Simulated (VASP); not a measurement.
# SiBN (P4mm) in VASP: relaxation of cell and atoms with PBE

Aim: the relaxation of cell and atoms of SiBN with PBE.

All numbers are computed with VASP 6.6.1; they aren't measurements. Logs are shortened: lines on timing, memory, paths and dates and some standing lists are left out, and cuts for length are marked.

## (1) The cell of the first run

Symmetry: P4mm, No. 99, tetragonal system. Conventional cell: a = 2.680 Å, b = 2.680 Å, c = 5.120 Å, α = 90.00°, β = 90.00°, γ = 90.00°. Si (site symmetry 4mm) has 4 N at 2.23 Å and 2 B at 2.44 to 2.68 Å and 4 Si at 2.68 Å within 3.0 Å. B (site symmetry 4mm) has 4 N at 2.27 Å and 2 Si at 2.44 to 2.68 Å and 4 B at 2.68 Å within 3.0 Å. N (site symmetry 4mm) has 4 Si at 2.23 Å and 4 B at 2.27 Å and 4 N at 2.68 Å within 3.0 Å.

The cell was built from a structure type or drawn by symmetry, and may not be a known phase.

## (2) Relaxation of cell and atoms, PBE

File INCAR:

```
SYSTEM = SiBN
  ALGO = Normal
  EDIFF = 1E-6
  EDIFFG = -0.04
  ENCUT = 600
  GGA = PE
  IBRION = 2
  ISIF = 3
  ISMEAR = 0
  LASPH = .TRUE.
  LCHARG = .FALSE.
  LREAL = .FALSE.
  LWAVE = .FALSE.
  NELM = 100
  NSW = 90
  PREC = Accurate
  SIGMA = 0.1
```

File KPOINTS:

```
k-points
0
G
  6 6 4
  0 0 0
```

File POSCAR:

```
SiBN
1.0
    2.6800953300      0.0000000000      0.0000000000
    0.0000000000      2.6800953300      0.0000000000
    0.0000000000      0.0000000000      5.1201718900
Si B N
1 1 1
Direct
    0.5000000000      0.5000000000      0.1472433600
    0.5000000000      0.5000000000      0.6703775100
    0.0000000000      0.0000000000      0.9161586700
```

Potentials or basis: VASP PAW PBE potentials, release 64 (Si, B, N).

The run is started by

```sh
> cat potpaw_PBE.64/Si/POTCAR potpaw_PBE.64/B/POTCAR potpaw_PBE.64/N/POTCAR > POTCAR
> mpirun -np 1 vasp_std > vasp.out
```

OUTCAR:

```text
SYSTEM = SiBN
   EDIFF = 1E-6
   EDIFFG = -0.04
   ENCUT = 600
   GGA = PE
   IBRION = 2
   ISIF = 3
   ISMEAR = 0
   LASPH = .TRUE.
   LREAL = .FALSE.
   NELM = 100
   NSW = 90
   PREC = Accurate

 ion  position               nearest neighbor table
   1  0.500  0.500  0.147-   3 2.23   3 2.23   3 2.23   3 2.23   2 2.44
   2  0.500  0.500  0.670-   1 2.44
   3  0.000  0.000  0.916-   1 2.23   1 2.23   1 2.23   1 2.23

  LATTYP: Found a simple tetragonal cell.
 ALAT       =     2.6800953300
 C/A-ratio  =     1.9104439431

  Lattice vectors:

 A1 = (   2.6800953300,   0.0000000000,   0.0000000000)
 A2 = (   0.0000000000,   2.6800953300,   0.0000000000)
 A3 = (   0.0000000000,   0.0000000000,   5.1201718900)

Analysis of symmetry for initial positions (statically):
=====================================================================
 Subroutine PRICEL returns:
 Original cell was already a primitive cell.

 Routine SETGRP: Setting up the symmetry group for a
 simple tetragonal supercell.

 Subroutine GETGRP returns: Found  8 space group operations
 (whereof  8 operations were pure point group operations)
 out of a pool of 16 trial point group operations.

The static configuration has the point symmetry C_4v.

Analysis of symmetry for dynamics (positions and initial velocities):
=====================================================================
 Subroutine PRICEL returns:
 Original cell was already a primitive cell.

 Routine SETGRP: Setting up the symmetry group for a
 simple tetragonal supercell.

 Subroutine GETGRP returns: Found  8 space group operations
 (whereof  8 operations were pure point group operations)
 out of a pool of 16 trial point group operations.

The dynamic configuration has the point symmetry C_4v.

 Subroutine INISYM returns: Found  8 space group operations
 (whereof  8 operations are pure point group operations),
 and found     1 'primitive' translations

----------------------------------------------------------------------------------------

                                     Primitive cell

  volume of cell :      36.7777

  direct lattice vectors                    reciprocal lattice vectors
     2.680095330  0.000000000  0.000000000     0.373121056  0.000000000  0.000000000
     0.000000000  2.680095330  0.000000000     0.000000000  0.373121056  0.000000000
     0.000000000  0.000000000  5.120171890     0.000000000  0.000000000  0.195305943

  length of vectors
     2.680095330  2.680095330  5.120171890     0.373121056  0.373121056  0.195305943

  position of ions in fractional coordinates (direct lattice)
     0.500000000  0.500000000  0.147243360
     0.500000000  0.500000000  0.670377510
     0.000000000  0.000000000  0.916158670

  ion indices of the primitive-cell ions
   primitive index   ion index
                 1           1
                 2           2
                 3           3

----------------------------------------------------------------------------------------

 KPOINTS: k-points

Automatic generation of k-mesh.
 Grid dimensions read from file:
 generate k-points for:    6    6    4

 Generating k-lattice:

  Cartesian coordinates                     Fractional coordinates (reciprocal lattice)
     0.062186843  0.000000000  0.000000000     0.166666667  0.000000000  0.000000000
     0.000000000  0.062186843  0.000000000     0.000000000  0.166666667  0.000000000
     0.000000000  0.000000000  0.048826486     0.000000000  0.000000000  0.250000000

  Length of vectors
     0.062186843  0.062186843  0.048826486

  Shift w.r.t. Gamma in fractional coordinates (k-lattice)
     0.000000000  0.000000000  0.000000000

 Subroutine IBZKPT returns following result:
 ===========================================

 Found     30 irreducible k-points:

 Following reciprocal coordinates:
            Coordinates               Weight
  0.000000  0.000000  0.000000      1.000000
  0.166667  0.000000  0.000000      4.000000
  0.333333  0.000000  0.000000      4.000000
  0.500000  0.000000  0.000000      2.000000
  0.166667  0.166667  0.000000      4.000000
  0.333333  0.166667  0.000000      8.000000
[... 16 lines left out ...]
  0.333333  0.000000  0.500000      4.000000
  0.500000  0.000000  0.500000      2.000000
 [... further k-points ...]
   k-points           NKPTS =     30   k-points in BZ     NKDIM =     30   number of bands    NBANDS=     10
   number of dos      NEDOS =    301   number of ions     NIONS =      3
   total plane-waves  NPLWV =  24192
   dimension x,y,z NGX =    24 NGY =   24 NGZ =   42
   dimension x,y,z NGXF=    48 NGYF=   48 NGZF=   84
   ions per type =               1   1   1
   NGX,Y,Z   is equivalent  to a cutoff of  14.89, 14.89, 13.64 a.u.
   NGXF,Y,Z  is equivalent  to a cutoff of  29.77, 29.77, 27.27 a.u.
 SYSTEM =  SiBN
   PREC   = accura    normal or accurate (medium, high low for compatibility)
   ISTART =      0    job   : 0-new  1-cont  2-samecut
   ICHARG =      2    charge: 1-file 2-atom 10-const
   ISPIN  =      1    spin polarized calculation?
   LNONCOLLINEAR =      F non collinear calculations
   LSORBIT =      F    spin-orbit coupling
   LASPH  =      T    aspherical Exc in radial PAW
   ENCUT  =  600.0 eV  44.10 Ry    6.64 a.u.   5.35  5.35 10.23*2*pi/ulx,y,z
   NELM   =    100;   NELMIN=  2; NELMDL= -5     # of ELM steps
   EDIFF  = 0.1E-05   stopping-criterion for ELM
   LREAL  =      F    real-space projection
   EDIFFG = -.4E-01   stopping-criterion for IOM
   NSW    =     90    number of steps for IOM
   IBRION =      2    ionic relax: 0-MD 1-quasi-New 2-CG
   NFREE  =      1    steps in history (QN), initial steepest desc. (CG)
   ISIF   =      3    stress and relaxation
   ISYM   =      2    0-nonsym 1-usesym 2-fastsym
   POTIM  = 0.5000    time-step for ionic-motion
   TEBEG  =    0.0;   TEEND  =   0.0 temperature during run
   PSTRESS=    0.0 pullay stress
   NELECT =      12.0000    total number of electrons
   NUPDOWN=      -1.0000    fix difference up-down
   EMIN   =  10.00;   EMAX   =-10.00  energy-range for DOS
   EFERMI =   0.00;   METHOD = LEGACY
   ISMEAR =     0;   SIGMA  =   0.10  broadening in eV -4-tet -1-fermi 0-gaus
   EFERMI_NEDOS =   21; number of points for ismear=-14 and -15
   IALGO  =     38    algorithm
   IMIX   =      4    mixing-type and parameters
     AMIX     =   0.40;   BMIX     =  1.00
     AMIX_MAG =   1.60;   BMIX_MAG =  1.00
  volume/ion in A,a.u.               =      12.26        82.73
  Fermi-wavevector in a.u.,A,eV,Ry     =   1.127042  2.129801 17.282453  1.270224
  Thomas-Fermi vector in A             =   2.263727
   LORBIT       =      0    0 simple, 1 ext, 2 COOP (PROOUT), +10 PAW based schemes
   GGA     = PE    functional components
   LHFCALC =     F    Hartree Fock is set to
   AEXX    =    0.0000 exact exchange contribution
   IVDW    =     0    specifies the selected vdW correction
   LEPSILON=     F    determine dielectric tensor
   LRPA    =     F    only Hartree local field effects (RPA)
 conjugate gradient relaxation of ions
 non-spin polarized calculation
 Gauss-broadening in eV      SIGMA  =   0.10
  energy-cutoff  :      600.00
  volume of cell :       36.78
 maximum number of plane-waves:      1245
 NGX is ok and might be reduce to    24
   NGX = 11   NGY = 11   NGZ = 21

--------------------------------------- Ionic step        1  -------------------------------------------

 number of electron      12.0000000 magnetization

 Free energy of the ion-electron system (eV)
  ---------------------------------------------------
  ext. energy  EPLUGINS =         0.00000000
  ---------------------------------------------------
  free energy    TOTEN  =       -14.82056324 eV

  energy without entropy =      -14.81584259  energy(sigma->0) =      -14.81820292

------------------------ aborting loop because EDIFF is reached ----------------------------------------

  FORCE on cell =-STRESS in cart. coord.  units (eV):
  Direction    XX          YY          ZZ          XY          YZ          ZX
  --------------------------------------------------------------------------------------
  -------------------------------------------------------------------------------------
  Total       -2.3358815     -2.3358815     -6.7036410      0.0000000      0.0000000     -0.0000000
  in kB     -101.7598296   -101.7598296   -292.0359412      0.0000000      0.0000000     -0.0000000
  external PRESSURE =    -165.1852002 kB  Pullay stress =       0.0000000 kB
[... 92 lines left out ...]
  FREE ENERGIE OF THE ION-ELECTRON SYSTEM (eV)
  ---------------------------------------------------
  free  energy   TOTEN  =       -15.4746361715 eV

  energy  without entropy=      -15.4689176763  energy(sigma->0) =      -15.47177692

 E-fermi :  10.2676     XC(G=0): -12.3226

 val. band max:       10.2212036324   @ k =   0.0000   0.0000   0.5000
 cond. band min:      10.2944979470   @ k =   0.0000   0.0000   0.0000
 fundamental gap:      0.0732943146
 Fermi energy:        10.2676310491

 k-point     1 :       0.0000    0.0000    0.0000
  band No.  band energies     occupation
      1      -9.6498      2.00000
      2       1.5351      2.00000
      3       3.2526      2.00000
      4       5.9943      2.00000
      5       5.9943      2.00000
      6      10.2945      0.70398
      7      15.1719      0.00000
      8      15.3828      0.00000
      9      15.3828      0.00000
     10      16.8324      0.00000
[... 287 lines left out ...]
 k-point    24 :       0.5000    0.0000    0.5000
  band No.  band energies     occupation
      1      -6.2986      2.00000
      2      -1.9845      2.00000
      3       1.5687      2.00000
      4       2.5481      2.00000
      5       7.6561      2.00000
      6      11.2599      0.00000
      7      13.0478      0.00000
      8      14.7490      0.00000
      9      15.9907      0.00000
     10      18.4594      0.00000

 [... further k-points ...]

[... ionic steps 4 to 21 ...]

--------------------------------------- Ionic step       22  -------------------------------------------

 number of electron      11.9999999 magnetization

------------------------ aborting loop because EDIFF is reached ----------------------------------------

  FORCE on cell =-STRESS in cart. coord.  units (eV):
  Direction    XX          YY          ZZ          XY          YZ          ZX
  --------------------------------------------------------------------------------------
  -------------------------------------------------------------------------------------
  Total       -0.0519317     -0.0519317     -0.0031003      0.0000000      0.0000000     -0.0000000
  in kB       -2.8221991     -2.8221991     -0.1684855      0.0000000      0.0000000     -0.0000000
  external PRESSURE =      -1.9376279 kB  Pullay stress =       0.0000000 kB
[... 59 lines left out ...]
  energy  without entropy=      -17.9769118853  energy(sigma->0) =      -17.97796674

--------------------------------------- Ionic step       24  -------------------------------------------

 number of electron      11.9999999 magnetization

 Free energy of the ion-electron system (eV)
  ---------------------------------------------------
  ext. energy  EPLUGINS =         0.00000000
  ---------------------------------------------------
  free energy    TOTEN  =       -17.97918517 eV

  energy without entropy =      -17.97708343  energy(sigma->0) =      -17.97813430

 E-fermi :   7.5961     XC(G=0): -11.3537

 val. band max:        7.4217098657   @ k =   0.5000   0.0000   0.2500
 cond. band min:       7.6944701707   @ k =   0.5000   0.1667   0.2500
 fundamental gap:      0.2727603050
 Fermi energy:         7.5961224120

 k-point     1 :       0.0000    0.0000    0.0000
  band No.  band energies     occupation
      1     -11.4133      2.00000
      2      -0.1214      2.00000
      3      -0.0035      2.00000
      4       3.7184      2.00000
      5       3.7184      2.00000
      6       9.5387      0.00000
      7      10.5434      0.00000
      8      13.1613      0.00000
      9      13.1613      0.00000
     10      13.2987      0.00000
[... 287 lines left out ...]
 k-point    24 :       0.5000    0.0000    0.5000
  band No.  band energies     occupation
      1      -8.7409      2.00000
      2      -4.0071      2.00000
      3       0.8382      2.00000
      4       1.9798      2.00000
      5       4.7813      2.00000
      6       7.8028      0.00348
      7       8.8333      0.00000
      8      13.5727      0.00000
      9      13.7532      0.00000
     10      15.8457      0.00000

 [... further k-points ...]

------------------------ aborting loop because EDIFF is reached ----------------------------------------

  FORCE on cell =-STRESS in cart. coord.  units (eV):
  Direction    XX          YY          ZZ          XY          YZ          ZX
  --------------------------------------------------------------------------------------
  -------------------------------------------------------------------------------------
  Total        0.0218263      0.0218263      0.0344159      0.0000000      0.0000000      0.0000000
  in kB        1.1881584      1.1881584      1.8735032      0.0000000      0.0000000      0.0000000
  external PRESSURE =       1.4166067 kB  Pullay stress =       0.0000000 kB
[... 18 lines left out ...]
  FREE ENERGIE OF THE ION-ELECTRON SYSTEM (eV)
  ---------------------------------------------------
  free  energy   TOTEN  =       -17.9791851695 eV

  energy  without entropy=      -17.9770834261  energy(sigma->0) =      -17.97813430

 reached required accuracy - stopping structural energy minimisation
```

Run time: 66 s. Hardware: 1 thread of Intel Xeon 6975P-C (Granite Rapids), shared host; peak memory 0.17 GiB.

Results:

| Item | Value |
| --- | --- |
| Free energy | -17.9792 eV |
| Relaxed volume | 9.81 Å³/atom |
| Relaxed cell | a = 2.667 Å, b = 2.667 Å, c = 4.137 Å, α = 90.00°, β = 90.00°, γ = 90.00° |
| Space group after relaxing (to 0.1 Å) | P4/mmm (No. 123) |
| Energy gained by relaxing | 1052.9 meV/atom |
| Ionic steps | 24 |
| Pressure after relaxing | 0.1 GPa |
| Largest force after relaxing | 0.031 eV/Å |
| Band gap on the k mesh | zero (bands 6 and 7 overlap by 4.00 eV) |

Forces on the atoms (eV/Å):
```
Si   0.000  0.000  0.000
B    0.000  0.000  0.030
N    0.000  0.000 -0.031
```

The path:
```
step  energy change (eV)  largest force (eV/Å)  pressure (GPa)  volume (Å³)
   1              0.0000                1.9379          -16.52        36.78
   2             -0.6495                2.3578            3.08        30.39
   3             -0.6541                1.9542            0.69        30.83
   4             -1.1547                2.8348            0.92        29.17
   5             -0.1814                8.7125           72.08        23.92
   6             -1.2972                3.5490            8.31        28.03
   7             -1.6329                2.1867           25.77        26.01
   8             -1.7176                2.2511           26.42        26.16
   9             -1.7190                2.5894           26.70        26.19
  10             -1.9475                2.6222           19.32        27.01
  11             -2.4433                2.5073            1.97        29.60
  12             -2.5513                0.8781          -21.74        35.24
  13             -2.6745                1.7109          -12.44        32.50
  14             -2.8439                1.2023          -11.54        32.11
  15             -2.9992                1.4683           -8.94        31.38
  16             -3.0070                1.6551           -8.06        31.19
  17             -3.1356                0.7904           -2.60        29.91
  18             -3.1513                0.4913            0.74        29.35
  19             -3.1514                0.4721            0.97        29.31
  20             -3.1570                0.1942           -0.37        29.51
  21             -3.1576                0.0879           -0.95        29.60
  22             -3.1584                0.0588           -0.19        29.48
  23             -3.1585                0.0646            0.14        29.43
  24             -3.1586                0.0306            0.14        29.43
```

Final structure:
```yaml
crystal:
  lattice:
    - [2.66742, 0.00000, 0.00000]
    - [0.00000, 2.66742, 0.00000]
    - [0.00000, 0.00000, 4.13650]
  atoms:
    - { symbol: Si, position: [0.50000, 0.50000, 0.07765] }
    - { symbol: B, position: [0.50000, 0.50000, 0.57733] }
    - { symbol: N, position: [0.00000, 0.00000, 0.07879] }
```

Levels at points of the mesh, in eV from the Fermi level:
| k point | band 3 | band 4 | band 5 | band 6 | band 7 | band 8 | band 9 | band 10 |
| --- | --- | --- | --- | --- | --- | --- | --- | --- |
| (0.00, 0.00, 0.00) | -7.60 | -3.88 | -3.88 | 1.94 | 2.95 | 5.57 | 5.57 | 5.70 |
| (0.50, 0.00, 0.00) | -3.78 | -3.56 | -3.43 | -2.83 | -2.06 | 5.31 | 7.17 | 8.45 |
| (0.50, 0.50, 0.00) | -9.06 | -5.75 | -1.78 | -1.43 | 0.40 | 0.40 | 3.81 | 6.44 |
| (0.00, 0.00, 0.50) | -3.79 | -3.79 | -2.92 | -0.88 | 4.90 | 4.90 | 6.02 | 7.08 |
| (0.50, 0.00, 0.50) | -6.76 | -5.62 | -2.81 | 0.21 | 1.24 | 5.98 | 6.16 | 8.25 |
| (0.50, 0.50, 0.50) | -8.85 | -4.67 | -3.77 | -2.23 | -1.22 | -1.22 | 7.62 | 11.85 |

Caveat: the k points lie up to 0.39 Å⁻¹ apart in the final cell, too coarse for converged energies and pressures of a metal; the volume moved by over 15 % at a fixed basis, so the end points are rough.
